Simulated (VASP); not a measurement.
# Al3Cu2 (P-3m1) in VASP: a series of runs, part 2 of 2

VASP 6.6.1. Earlier steps stand in the parts before.

**3. Single point, PBEsol (strain -0.0450 x Voigt [1, 1, 0, 0, 0, 0])**

Contents of INCAR:

```
SYSTEM = Al3Cu2
PREC = Accurate ; ENCUT = 520
EDIFF = 1E-6 ; ISMEAR = 0
SIGMA = 0.15 ; LREAL = .FALSE.
LASPH = .TRUE. ; NELM = 60
ALGO = Fast ; ISIF = 2
LWAVE = .FALSE. ; LCHARG = .TRUE.
GGA = PS ; LELF = .TRUE.
LVHAR = .TRUE. ; NBANDS = 24
```

Contents of KPOINTS:

```
regular mesh
0
G
  12 12 10
  0 0 0
```

Contents of POSCAR:

```
Al3Cu2
1.0
    3.9141492493      0.0000000000      0.0000000000
   -1.9570746247      3.3897526841      0.0000000000
    0.0000000000      0.0000000000      4.9821008425
Al Cu
3 2
Direct
    0.0000000000      0.0000000000      0.0000000000
    0.3333333333      0.6666666667      0.3515059809
    0.6666666667      0.3333333333      0.6484940191
    0.3333333333      0.6666666667      0.8422899817
    0.6666666667      0.3333333333      0.1577100183
```

Potentials or basis: VASP PAW PBE potentials, release 64 (Al, Cu).

On the command line:

```bash
$ cat potpaw_PBE.64/Al/POTCAR potpaw_PBE.64/Cu/POTCAR > POTCAR
$ mpirun -np 1 vasp_std > vasp.out
```

OUTCAR:

```text
SYSTEM = Al3Cu2
   PREC = Accurate
   ENCUT = 520
   EDIFF = 1E-6
   ISMEAR = 0
   LREAL = .FALSE.
   LASPH = .TRUE.
   NELM = 60
   ISIF = 2
   GGA = PS

 ion  position               nearest neighbor table
   1  0.000  0.000  0.000-   4 2.39   5 2.39   5 2.39   4 2.39   5 2.39   4 2.39   2 2.86   3 2.86
                             2 2.86   3 2.86   3 2.86   2 2.86
   2  0.333  0.667  0.352-   4 2.45   5 2.46   5 2.46   5 2.46   4 2.54   3 2.70   3 2.70   3 2.70
                             1 2.86   1 2.86   1 2.86
   3  0.667  0.333  0.648-   5 2.45   4 2.46   4 2.46   4 2.46   5 2.54   2 2.70   2 2.70   2 2.70
                             1 2.86   1 2.86   1 2.86
   4  0.333  0.667  0.842-   1 2.39   1 2.39   1 2.39   2 2.45   3 2.46   3 2.46   3 2.46   2 2.54
                             5 2.75   5 2.75   5 2.75
   5  0.667  0.333  0.158-   1 2.39   1 2.39   1 2.39   3 2.45   2 2.46   2 2.46   2 2.46   3 2.54
                             4 2.75   4 2.75   4 2.75

  LATTYP: Found a hexagonal cell.
 ALAT       =     3.9141492493
 C/A-ratio  =     1.2728438609

  Lattice vectors:

 A1 = (   3.9141492493,   0.0000000000,   0.0000000000)
 A2 = (  -1.9570746247,   3.3897526841,   0.0000000000)
 A3 = (   0.0000000000,   0.0000000000,   4.9821008425)

Analysis of symmetry for initial positions (statically):
=====================================================================
 Subroutine PRICEL returns:
 Original cell was already a primitive cell.

 Routine SETGRP: Setting up the symmetry group for a
 hexagonal supercell.

 Subroutine GETGRP returns: Found 12 space group operations
 (whereof 12 operations were pure point group operations)
 out of a pool of 24 trial point group operations.

The static configuration has the point symmetry D_3d.

Analysis of symmetry for dynamics (positions and initial velocities):
[... 131 lines left out ...]
   EFERMI =   0.00;   METHOD = LEGACY
   ISMEAR =     0;   SIGMA  =   0.15  broadening in eV -4-tet -1-fermi 0-gaus
   EFERMI_NEDOS =   21; number of points for ismear=-14 and -15
   IALGO  =     68    algorithm
   IMIX   =      4    mixing-type and parameters
     AMIX     =   0.40;   BMIX     =  1.00
     AMIX_MAG =   1.60;   BMIX_MAG =  1.00
  volume/ion in A,a.u.               =      13.22        89.22
  Fermi-wavevector in a.u.,A,eV,Ry     =   1.271909  2.403560 22.010864  1.617753
  Thomas-Fermi vector in A             =   2.404816
   LORBIT       =      0    0 simple, 1 ext, 2 COOP (PROOUT), +10 PAW based schemes
   GGA     = PS    functional components
   LHFCALC =     F    Hartree Fock is set to
   AEXX    =    0.0000 exact exchange contribution
   IVDW    =     0    specifies the selected vdW correction
   LEPSILON=     F    determine dielectric tensor
   LRPA    =     F    only Hartree local field effects (RPA)
 non-spin polarized calculation
 RMM-DIIS sequential band-by-band and
 Gauss-broadening in eV      SIGMA  =   0.15
  energy-cutoff  :      520.00
  volume of cell :       66.10
 maximum number of plane-waves:      1813
 NGX is ok and might be reduce to    30
   NGX = 15   NGY = 15   NGZ = 19

 number of electron      30.9999973 magnetization

 Free energy of the ion-electron system (eV)
  ---------------------------------------------------
  ext. energy  EPLUGINS =         0.00000000
  ---------------------------------------------------
  free energy    TOTEN  =       -21.40578976 eV

  energy without entropy =      -21.39372689  energy(sigma->0) =      -21.39975832

 E-fermi :   9.3628     XC(G=0): -11.4786

 val. band max:        9.3483546378   @ k =   0.0833   0.0833   0.4000
 cond. band min:       9.3715276270   @ k =   0.5000   0.0000   0.0000
 fundamental gap:      0.0231729891
 Fermi energy:         9.3627862406

 k-point     1 :       0.0000    0.0000    0.0000
  band No.  band energies     occupation
      1      -2.5691      2.00000
      2       2.3314      2.00000
      3       2.9085      2.00000
      4       3.5456      2.00000
      5       3.5456      2.00000
      6       3.9314      2.00000
[... 637 lines left out ...]
     23      15.3038      0.00000
     24      15.6568      0.00000

 [... further k-points ...]
[... 5 lines left out ...]
  --------------------------------------------------------------------------------------
  -------------------------------------------------------------------------------------
  Total        6.1856681      6.1856681      1.6717959     -0.0000000     -0.0000000      0.0000000
  in kB      149.9268058    149.9268058     40.5206068     -0.0000000     -0.0000000      0.0000000
  external PRESSURE =     113.4580728 kB  Pullay stress =       0.0000000 kB

 VOLUME and BASIS-vectors are now :
 -----------------------------------------------------------------------------
  energy-cutoff  :      520.00
  volume of cell :       66.10
      direct lattice vectors                 reciprocal lattice vectors
     3.914149249  0.000000000  0.000000000     0.255483360  0.147503386  0.000000000
    -1.957074625  3.389752684  0.000000000     0.000000000  0.295006773  0.000000000
     0.000000000  0.000000000  4.982100843     0.000000000  0.000000000  0.200718539

 POSITION                                       TOTAL-FORCE (eV/Angst)
 -----------------------------------------------------------------------------------
      0.00000      0.00000      0.00000         0.000000      0.000000     -0.000000
     -0.00000      2.25984      1.75124         0.000000     -0.000000      0.097141
      1.95707      1.12992      3.23086        -0.000000      0.000000     -0.097141
     -0.00000      2.25984      4.19637        -0.000000      0.000000     -0.147577
      1.95707      1.12992      0.78573         0.000000     -0.000000      0.147577
 -----------------------------------------------------------------------------------
    total drift:                                0.000000     -0.000000     -0.000000

  FREE ENERGIE OF THE ION-ELECTRON SYSTEM (eV)
  ---------------------------------------------------
  free  energy   TOTEN  =       -21.4057897562 eV

  energy  without entropy=      -21.3937268929  energy(sigma->0) =      -21.39975832
```

OSZICAR:

```text
N       E                     dE             d eps       ncg     rms          rms(c)
DAV:   1     0.178337419441E+03    0.17834E+03   -0.12355E+04  7832   0.153E+03
DAV:   2    -0.152174730442E+02   -0.19355E+03   -0.18005E+03  7856   0.293E+02
DAV:   3    -0.263819327864E+02   -0.11164E+02   -0.10616E+02 10128   0.926E+01
[... 12 lines left out ...]
RMM:  16    -0.214057863756E+02   -0.12659E-04   -0.77648E-06  9098   0.236E-02    0.898E-02
RMM:  17    -0.214057938076E+02   -0.74320E-05   -0.27983E-06  7367   0.127E-02    0.955E-02
RMM:  18    -0.214057915248E+02    0.22828E-05   -0.61844E-07  5703   0.909E-03    0.979E-02
RMM:  19    -0.214057898559E+02    0.16689E-05   -0.30810E-07  5427   0.575E-03    0.971E-02
RMM:  20    -0.214057897562E+02    0.99715E-07   -0.12280E-07  5187   0.383E-03
   1 F= -.21405790E+02 E0= -.21399758E+02  d E =-.120629E-01
```

Run time: 2.7 min. Hardware: 1 thread of Intel Xeon 6975P-C (Granite Rapids), shared host; peak memory 0.34 GiB.

What came out:

* Free energy: -21.4058 eV
* Pressure: 11.3 GPa
* Largest force: 0.148 eV/Å

Forces on the atoms (eV/Å):
```
Al   0.000  0.000  0.000
Al   0.000  0.000  0.097
Al   0.000  0.000 -0.097
Cu   0.000  0.000 -0.148
Cu   0.000  0.000  0.148
```

Stress tensor (GPa, compression positive):
```
14.99  0.00  0.00
 0.00 14.99  0.00
 0.00  0.00  4.05
```

Caveat: the cell differs from its parent crystal (strain -0.0450 x Voigt [1, 1, 0, 0, 0, 0]); the PAW data sets were made with another functional, which shifts forces and pressure a little.

**4. Single point, PBEsol (strain -0.0300 x Voigt [1, 1, 0, 0, 0, 0])**

Contents of INCAR:

```
SYSTEM = Al3Cu2
ALGO = Fast
EDIFF = 1E-7
ENCUT = 520
GGA = PS
ISIF = 2
ISMEAR = 0
LASPH = .True.
LCHARG = .True.
LELF = .True.
LREAL = .False.
LVHAR = .True.
LWAVE = .False.
NBANDS = 24
NELM = 60
PREC = Accurate
SIGMA = 0.15
```

Contents of KPOINTS:

```
k-points
0
Gamma
  12 12 10
  0 0 0
```

POSCAR: that of step 3 with these lines changed.

```diff
@@ -2,4 +2,4 @@
 1.0
-    3.9141492493      0.0000000000      0.0000000000
-   -1.9570746247      3.3897526841      0.0000000000
+    3.9756280334      0.0000000000      0.0000000000
+   -1.9878140167      3.4429948729      0.0000000000
     0.0000000000      0.0000000000      4.9821008425
```

On the command line:

```bash
$ cat potpaw_PBE.64/Al/POTCAR potpaw_PBE.64/Cu/POTCAR > POTCAR
$ mpirun -np 1 vasp_std > vasp.out
```

It took 3 min on 1 thread of Intel Xeon 6975P-C (Granite Rapids), shared host; peak memory 0.34 GiB.

Results (log left out):

```
Free energy   : -21.5859 eV
Pressure      : 8.3 GPa
Largest force : 0.089 eV/Å
```

Forces on the atoms (eV/Å):
```
Al   0.000  0.000  0.000
Al   0.000  0.000  0.053
Al   0.000  0.000 -0.053
Cu   0.000  0.000 -0.089
Cu   0.000  0.000  0.089
```

Stress tensor (GPa, compression positive):
```
10.53  0.00  0.00
 0.00 10.53  0.00
 0.00  0.00  3.90
```

Levels at points of the mesh, in eV from the Fermi level:
| k point | band 13 | band 14 | band 15 | band 16 | band 17 | band 18 | band 19 | band 20 |
| --- | --- | --- | --- | --- | --- | --- | --- | --- |
| (0.00, 0.00, 0.00) | -3.86 | -0.02 | -0.02 | 1.60 | 1.60 | 3.15 | 3.42 | 5.58 |
| (0.50, 0.00, 0.00) | -3.25 | -3.05 | -2.78 | -0.84 | 0.02 | 0.51 | 3.06 | 3.88 |
| (0.00, 0.00, 0.50) | 1.38 | 1.38 | 1.45 | 1.45 | 1.53 | 2.38 | 2.75 | 2.75 |
| (0.50, 0.00, 0.50) | -4.33 | -3.65 | -1.78 | -0.12 | 0.92 | 1.31 | 4.91 | 5.23 |

Caveat: the cell differs from its parent crystal (strain -0.0300 x Voigt [1, 1, 0, 0, 0, 0]); the PAW data sets were made with another functional, which shifts forces and pressure a little.

**5. Single point, PBEsol (strain -0.0150 x Voigt [1, 1, 0, 0, 0, 0])**

Contents of INCAR:

```
  PREC = Accurate
  ENCUT = 520
  EDIFF = 1E-6
  ISMEAR = 0
  SIGMA = 0.15
  LREAL = F
  LASPH = T
  NELM = 100
  ALGO = Fast
  ISIF = 2
  LWAVE = F
  LCHARG = F
  GGA = PS
  NBANDS = 24
```

Contents of KPOINTS:

```
regular mesh
0
Gamma
  12 12 10
```

POSCAR: that of step 4 with these lines changed.

```diff
@@ -2,4 +2,4 @@
 1.0
-    3.9756280334      0.0000000000      0.0000000000
-   -1.9878140167      3.4429948729      0.0000000000
+    4.0371068174      0.0000000000      0.0000000000
+   -2.0185534087      3.4962370616      0.0000000000
     0.0000000000      0.0000000000      4.9821008425
```

On the command line:

```bash
$ cat potpaw_PBE.64/Al/POTCAR potpaw_PBE.64/Cu/POTCAR > POTCAR
$ mpirun -np 1 vasp_std > vasp.out
```

Wall time 3.2 min (1 thread of Intel Xeon 6975P-C (Granite Rapids), shared host); peak memory 0.35 GiB.

It converged, with:

* Free energy: -21.6884 eV
* Pressure: 4.1 GPa
* Largest force: 0.041 eV/Å

Forces on the atoms (eV/Å):
```
Al   0.000  0.000  0.000
Al   0.000  0.000  0.023
Al   0.000  0.000 -0.023
Cu   0.000  0.000 -0.041
Cu   0.000  0.000  0.041
```

Stress tensor (GPa, compression positive):
```
5.11 0.00 0.00
0.00 5.11 0.00
0.00 0.00 2.21
```

Levels at points of the mesh, in eV from the Fermi level:
| k point | band 13 | band 14 | band 15 | band 16 | band 17 | band 18 |
| --- | --- | --- | --- | --- | --- | --- |
| (0.00, 0.00, 0.00) | -3.74 | -0.11 | -0.11 | 1.47 | 1.47 | 2.82 |
| (0.50, 0.00, 0.00) | -3.11 | -3.05 | -2.67 | -0.79 | -0.01 | 0.42 |
| (0.00, 0.00, 0.50) | 1.29 | 1.29 | 1.39 | 1.39 | 1.70 | 2.44 |
| (0.50, 0.00, 0.50) | -4.22 | -3.58 | -1.77 | -0.14 | 0.83 | 1.13 |

Caveat: the cell differs from its parent crystal (strain -0.0150 x Voigt [1, 1, 0, 0, 0, 0]); the PAW data sets were made with another functional, which shifts forces and pressure a little.

**6. The runs side by side**

| cell | further INCAR settings | gap on the mesh (eV) | pressure (GPa) | largest force (eV/Å) |
| --- | --- | --- | --- | --- |
| a = 3.853, b = 3.853, c = 4.982 Å, angles 90.0, 90.0, 120.0°, 5 atoms | ALGO = Fast; EDIFF = 1e-06; NBANDS = 24 | none | 19.4 | 0.20 |
| a = 3.914, b = 3.914, c = 4.982 Å, angles 90.0, 90.0, 120.0°, 5 atoms | ALGO = Fast; EDIFF = 1e-06; NBANDS = 24 | none | 11.3 | 0.15 |
| a = 3.976, b = 3.976, c = 4.982 Å, angles 90.0, 90.0, 120.0°, 5 atoms | ALGO = Fast; EDIFF = 1e-07; NBANDS = 24 | none | 8.3 | 0.09 |
| a = 4.037, b = 4.037, c = 4.982 Å, angles 90.0, 90.0, 120.0°, 5 atoms | ALGO = Fast; EDIFF = 1e-06; NBANDS = 24 | none | 4.1 | 0.04 |

Alike in all rows: task single point; level PBEsol; potentials or basis VASP PAW PBE potentials, release 64 (Al, Cu); no spin polarisation; k mesh 12 × 12 × 10; cutoff (eV) 520; smearing gaussian 0.15 eV.

Caveats: the PAW data sets were made with another functional, which shifts forces and pressure a little.

Absolute energies hang on the potentials; compare differences alone.
